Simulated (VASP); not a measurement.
# MnAl2B3 (Cmcm) in VASP: single point with PBE

Aim: the single point of MnAl2B3 with PBE.

All numbers are computed with VASP 6.6.1; they aren't measurements. Logs are shortened: lines on timing, memory, paths and dates and some standing lists are left out, and cuts for length are marked.

## (1) The cell of the first run

It takes space group Cmcm (No. 63, orthorhombic). Conventional cell: a = 9.788 Å, b = 7.627 Å, c = 2.964 Å, α = 90.00°, β = 90.00°, γ = 90.00°. Within 2.9 Å of Mn (site symmetry m2m) lie 7 B at 2.19 to 2.27 Å and 2 Mn at 2.60 Å and 4 Al at 2.68 Å. Within 2.9 Å of Al (site symmetry m) lie 7 B at 2.20 to 2.39 Å and 2 Mn at 2.68 Å and 4 Al at 2.73 to 2.76 Å. B (site symmetry m) has 2 B at 1.74 Å and 3 Mn at 2.19 to 2.25 Å and 1 Al at 2.20 Å within 2.3 Å. B (site symmetry m2m) has 2 B at 1.76 Å and 1 Mn at 2.27 Å and 6 Al at 2.27 to 2.28 Å within 2.3 Å.

## (2) Single point, PBE, collinear spin, ferromagnetic start

File INCAR:

```
SYSTEM = MnAl2B3
ALGO = Normal
EDIFF = 1E-6
ENCUT = 520
GGA = PE
ISIF = 2
ISMEAR = 0
ISPIN = 2
LASPH = .True.
LCHARG = .False.
LMAXMIX = 4
LORBIT = 11
LREAL = .False.
LWAVE = .False.
MAGMOM = 4 4 0 0 0 0 0 0 0 0 0 0
NBANDS = 44
NELM = 150
PREC = Accurate
SIGMA = 0.2
```

File KPOINTS:

```
k-points
0
Gamma
  3 3 5
  0 0 0
```

File POSCAR:

```
MnAl2B3
1.0
    4.8937804008     -3.8134513869      0.0000000000
    4.8937804008      3.8134513869      0.0000000000
    0.0000000000      0.0000000000      2.9638960690
Mn Al B
2 4 6
Direct
    0.1399533004      0.8600466996      0.2500000000
    0.8600466996      0.1399533004      0.7500000000
    0.5088621784      0.8136967079      0.7500000000
    0.8136967079      0.5088621784      0.2500000000
    0.1863032921      0.4911378216      0.7500000000
    0.4911378216      0.1863032921      0.2500000000
    0.7797506578      0.8990317022      0.2500000000
    0.8990317022      0.7797506578      0.7500000000
    0.4373606906      0.5626393094      0.2500000000
    0.5626393094      0.4373606906      0.7500000000
    0.2202493422      0.1009682978      0.7500000000
    0.1009682978      0.2202493422      0.2500000000
```

Potentials or basis: VASP PAW PBE potentials, release 64 (Mn_pv, Al, B).

On the command line:

```bash
> cat potpaw_PBE.64/Mn_pv/POTCAR potpaw_PBE.64/Al/POTCAR potpaw_PBE.64/B/POTCAR > POTCAR
> mpirun -np 1 vasp_std > vasp.out
```

OUTCAR:

```text
SYSTEM = MnAl2B3
   EDIFF = 1E-6
   ENCUT = 520
   GGA = PE
   ISIF = 2
   ISMEAR = 0
   ISPIN = 2
   LASPH = .True.
   LORBIT = 11
   LREAL = .False.
   NELM = 150
   PREC = Accurate

 ion  position               nearest neighbor table
   1  0.140  0.860  0.250-   7 2.19  12 2.19  11 2.25   8 2.25   8 2.25  11 2.25   9 2.27   2 2.60
                             2 2.60   3 2.68   5 2.68   3 2.68   5 2.68
   2  0.860  0.140  0.750-   8 2.19  11 2.19   7 2.25  12 2.25   7 2.25  12 2.25  10 2.27   1 2.60
                             1 2.60   4 2.68   6 2.68   4 2.68   6 2.68
   3  0.509  0.814  0.750-  11 2.20   9 2.27   9 2.27  10 2.28   8 2.38   7 2.39   7 2.39   1 2.68
                             1 2.68   6 2.73   6 2.73   4 2.76   4 2.76   5 3.16
   4  0.814  0.509  0.250-  12 2.20  10 2.27  10 2.27   9 2.28   7 2.38   8 2.39   8 2.39   2 2.68
                             2 2.68   5 2.73   5 2.73   3 2.76   3 2.76   6 3.16
   5  0.186  0.491  0.750-   8 2.20   9 2.27   9 2.27  10 2.28  11 2.38  12 2.39  12 2.39   1 2.68
                             1 2.68   4 2.73   4 2.73   6 2.76   6 2.76   3 3.16
   6  0.491  0.186  0.250-   7 2.20  10 2.27  10 2.27   9 2.28  12 2.38  11 2.39  11 2.39   2 2.68
                             2 2.68   3 2.73   3 2.73   5 2.76   5 2.76   4 3.16
   7  0.780  0.899  0.250-   8 1.74   8 1.74   1 2.19   6 2.20   2 2.25   2 2.25   4 2.38   3 2.39
                             3 2.39
   8  0.899  0.780  0.750-   7 1.74   7 1.74   2 2.19   5 2.20   1 2.25   1 2.25   3 2.38   4 2.39
                             4 2.39
   9  0.437  0.563  0.250-  10 1.76  10 1.76   1 2.27   3 2.27   3 2.27   5 2.27   5 2.27   4 2.28
                             6 2.28
  10  0.563  0.437  0.750-   9 1.76   9 1.76   2 2.27   4 2.27   4 2.27   6 2.27   6 2.27   5 2.28
                             3 2.28
  11  0.220  0.101  0.750-  12 1.74  12 1.74   2 2.19   3 2.20   1 2.25   1 2.25   5 2.38   6 2.39
                             6 2.39
  12  0.101  0.220  0.250-  11 1.74  11 1.74   1 2.19   4 2.20   2 2.25   2 2.25   6 2.38   5 2.39
                             5 2.39

  LATTYP: Found a base centered orthorhombic cell.
 ALAT       =     7.6269027738
 B/A-ratio  =     1.2832942928
 C/A-ratio  =     0.3886107057

  Lattice vectors:

 A1 = (  -4.8937804008,  -3.8134513869,   0.0000000000)
 A2 = (   4.8937804008,  -3.8134513869,   0.0000000000)
 A3 = (   0.0000000000,   0.0000000000,   2.9638960690)

Analysis of symmetry for initial positions (statically):
=====================================================================
 Subroutine PRICEL returns:
 Original cell was already a primitive cell.

 Routine SETGRP: Setting up the symmetry group for a
 base centered orthorhombic supercell.

 Subroutine GETGRP returns: Found  8 space group operations
 (whereof  4 operations were pure point group operations)
 out of a pool of  8 trial point group operations.
[... 713 lines left out ...]
     40      14.4964      0.00000
 Fermi energy:         9.9791301266

 spin component 2

 k-point     1 :       0.0000    0.0000    0.0000
  band No.  band energies     occupation
      1     -38.2565      1.00000
      2     -38.1709      1.00000
      3     -38.1034      1.00000
      4     -38.0838      1.00000
      5     -38.0802      1.00000
      6     -38.0466      1.00000
[... 505 lines left out ...]
     39      14.4065      0.00000
     40      14.4964      0.00000
 [bands above 40 left out]

------------------------ aborting loop because EDIFF is reached ----------------------------------------

  FORCE on cell =-STRESS in cart. coord.  units (eV):
  Direction    XX          YY          ZZ          XY          YZ          ZX
  --------------------------------------------------------------------------------------
  -------------------------------------------------------------------------------------
  Total        0.2588239      0.2459282      0.1544690      0.0000000     -0.0000000      0.0000000
  in kB        3.7485150      3.5617492      2.2371563      0.0000000     -0.0000000      0.0000000
  external PRESSURE =       3.1824735 kB  Pullay stress =       0.0000000 kB

 VOLUME and BASIS-vectors are now :
 -----------------------------------------------------------------------------
  energy-cutoff  :      520.00
  volume of cell :      110.63
      direct lattice vectors                 reciprocal lattice vectors
     4.893780401 -3.813451387  0.000000000     0.102170502 -0.131114822  0.000000000
     4.893780401  3.813451387  0.000000000     0.102170502  0.131114822  0.000000000
     0.000000000  0.000000000  2.963896069     0.000000000  0.000000000  0.337393747

 POSITION                                       TOTAL-FORCE (eV/Angst)
 -----------------------------------------------------------------------------------
      4.89378      2.74604      0.74097         0.000000     -0.087570      0.000000
      4.89378     -2.74604      2.22292         0.000000      0.087570     -0.000000
      6.47231      1.16247      2.22292        -0.008590     -0.008185      0.000000
      6.47231     -1.16247      0.74097        -0.008590      0.008185      0.000000
      3.31525      1.16247      2.22292         0.008590     -0.008185     -0.000000
      3.31525     -1.16247      0.74097         0.008590      0.008185     -0.000000
      8.21559      0.45487      0.74097        -0.012222     -0.005756      0.000000
      8.21559     -0.45487      2.22292        -0.012222      0.005756      0.000000
      4.89378      0.47774      0.74097         0.000000     -0.031680      0.000000
      4.89378     -0.47774      2.22292         0.000000      0.031680      0.000000
      1.57197     -0.45487      2.22292         0.012222      0.005756      0.000000
      1.57197      0.45487      0.74097         0.012222     -0.005756      0.000000
 -----------------------------------------------------------------------------------
    total drift:                               -0.000000     -0.000000      0.000000

  FREE ENERGIE OF THE ION-ELECTRON SYSTEM (eV)
  ---------------------------------------------------
  free  energy   TOTEN  =       -74.1957946016 eV

  energy  without entropy=      -74.0952567590  energy(sigma->0) =      -74.14552568

 total charge

# of ion       s       p       d       tot
------------------------------------------
    1        0.315   6.368   5.264  11.947
    2        0.315   6.368   5.264  11.947
    3        0.362   0.402   0.000   0.763
    4        0.362   0.402   0.000   0.763
    5        0.362   0.402   0.000   0.763
    6        0.362   0.402   0.000   0.763
    7        0.681   1.269   0.000   1.950
    8        0.681   1.269   0.000   1.950
    9        0.686   1.299   0.000   1.985
   10        0.686   1.299   0.000   1.985
   11        0.681   1.269   0.000   1.950
   12        0.681   1.269   0.000   1.950
--------------------------------------------------
tot          6.172  22.018  10.528  38.717

 magnetization (x)

# of ion       s       p       d       tot
------------------------------------------
    1        0.000   0.000   0.000   0.000
    2        0.000   0.000   0.000   0.000
    3        0.000   0.000   0.000   0.000
    4        0.000   0.000   0.000   0.000
    5        0.000   0.000   0.000   0.000
    6        0.000   0.000   0.000   0.000
    7       -0.000   0.000   0.000   0.000
    8       -0.000   0.000   0.000   0.000
    9       -0.000  -0.000   0.000  -0.000
   10       -0.000  -0.000   0.000  -0.000
   11       -0.000   0.000   0.000   0.000
   12       -0.000   0.000   0.000   0.000
--------------------------------------------------
tot         -0.000   0.000   0.000   0.000
```

OSZICAR:

```text
N       E                     dE             d eps       ncg     rms          rms(c)
DAV:   1     0.442522650095E+03    0.44252E+03   -0.26539E+04  2184   0.129E+03
DAV:   2    -0.495206550928E+02   -0.49204E+03   -0.46376E+03  2128   0.355E+02
DAV:   3    -0.859451318597E+02   -0.36424E+02   -0.34734E+02  2604   0.992E+01
DAV:   4    -0.870176586140E+02   -0.10725E+01   -0.10601E+01  2592   0.157E+01
[... 16 lines left out ...]
DAV:  21    -0.741957432420E+02   -0.84105E-04   -0.14562E-03  2604   0.227E-01    0.291E-02
DAV:  22    -0.741957809385E+02   -0.37697E-04   -0.38994E-04  2960   0.106E-01    0.175E-02
DAV:  23    -0.741957879695E+02   -0.70310E-05   -0.24569E-04  2672   0.944E-02    0.819E-03
DAV:  24    -0.741957943536E+02   -0.63840E-05   -0.18805E-05  2156   0.258E-02    0.259E-03
DAV:  25    -0.741957946016E+02   -0.24799E-06   -0.26092E-06  1548   0.110E-02
   1 F= -.74195795E+02 E0= -.74145526E+02  d E =-.100538E+00  mag=    -0.0013
```

stdout:

```text
POSCAR found type information on POSCAR MnAlB
 POSCAR found :  3 types and      12 ions
 scaLAPACK will be used
 LDA part: xc-table for (Slater+PW92), standard interpolation
 POSCAR, INCAR and KPOINTS ok, starting setup
 FFT: planning ... GRIDC
 FFT: planning ... GRID_SOFT
 FFT: planning ... GRID
 WAVECAR not read
 entering main loop
```

Run time: 5 min. Hardware: 1 thread of Intel Xeon Platinum 8259CL at 2.50GHz (Skylake/Cascade Lake), shared host; peak memory 0.3 GiB.

What came out:

- Free energy: -74.1958 eV
- Pressure: 0.3 GPa
- Largest force: 0.088 eV/Å
- Band gap on the k mesh: zero (filled and empty bands overlap)
- Net moment: 0.00 μB per cell
- Valence electrons inside the program's atomic spheres: Mn 11.95; Al 0.76; B 1.95, 1.99

Forces on the atoms (eV/Å):
```
Mn   0.000 -0.088  0.000
Mn   0.000  0.088  0.000
Al  -0.009 -0.008  0.000
Al  -0.009  0.008  0.000
Al   0.009 -0.008  0.000
Al   0.009  0.008  0.000
B   -0.012 -0.006  0.000
B   -0.012  0.006  0.000
B    0.000 -0.032  0.000
B    0.000  0.032  0.000
B    0.012  0.006  0.000
B    0.012 -0.006  0.000
```

Stress tensor (GPa, compression positive):
```
0.37 0.00 0.00
0.00 0.36 0.00
0.00 0.00 0.22
```

Levels at points of the mesh, in eV from the Fermi level:
Spin up:
```tsv
k point	band 25	band 26	band 27	band 28	band 29	band 30	band 31	band 32
(0.00, 0.00, 0.00)	-0.84	-0.36	-0.19	0.03	0.79	0.87	1.12	2.28
```
Spin down:
```tsv
k point	band 25	band 26	band 27	band 28	band 29	band 30	band 31	band 32
(0.00, 0.00, 0.00)	-0.84	-0.36	-0.19	0.03	0.79	0.87	1.12	2.28
```

Caveat: the k points lie up to 0.42 Å⁻¹ apart; the starting moments collapsed, and a magnetic state may lie lower.
